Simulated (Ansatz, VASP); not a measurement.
Two plane-wave programs on B3As5

```
B As
1.0
     4.90468    0.00000    0.00000
     0.00000    4.90468    0.00000
     0.00000    0.00000    4.90468
B As
3 5
Direct
  0.00000 0.50000 0.50000
  0.50000 0.00000 0.50000
  0.50000 0.50000 0.00000
  0.50000 0.00000 0.00000
  0.00000 0.50000 0.00000
  0.00000 0.00000 0.50000
  0.00000 0.00000 0.00000
  0.50000 0.50000 0.50000
```

Alike in both runs: functional PBE; k mesh 3 × 3 × 3; occupations gaussian, width 0.2 eV; no spin polarisation.

Ansatz relaxed the structure, and its values are those at the end. VASP's run is a single point on that final structure, the one shown.

```csv
,VASP,Ansatz
version,VASP 6.6.1,Ansatz 0.2.0
potentials or method,"VASP PAW PBE potentials, release 64 (B, As), cutoff 500 eV","scalar-relativistic, plane waves, PAW"
valence electrons in the cell,34,84
```

VASP gave:

| Property | Result |
| --- | --- |
| gap on the k mesh at the Fermi level (eV) | none |
| pressure (GPa) | 0.0 |

Problem. What did Ansatz give for the same quantities?

Solution. gap on the k mesh at the Fermi level (eV): none; pressure (GPa): -0.4.

A gap of «none» marks a metal or a gap that the smearing closes. The functional is the same, so the differences come from potentials, cutoffs and numerics. VASP's potentials hold 34 valence electrons a cell and Ansatz's 84, so a difference there can come from the potentials and not from the codes.

The k mesh is coarse, so the values compare programs but aren't converged.
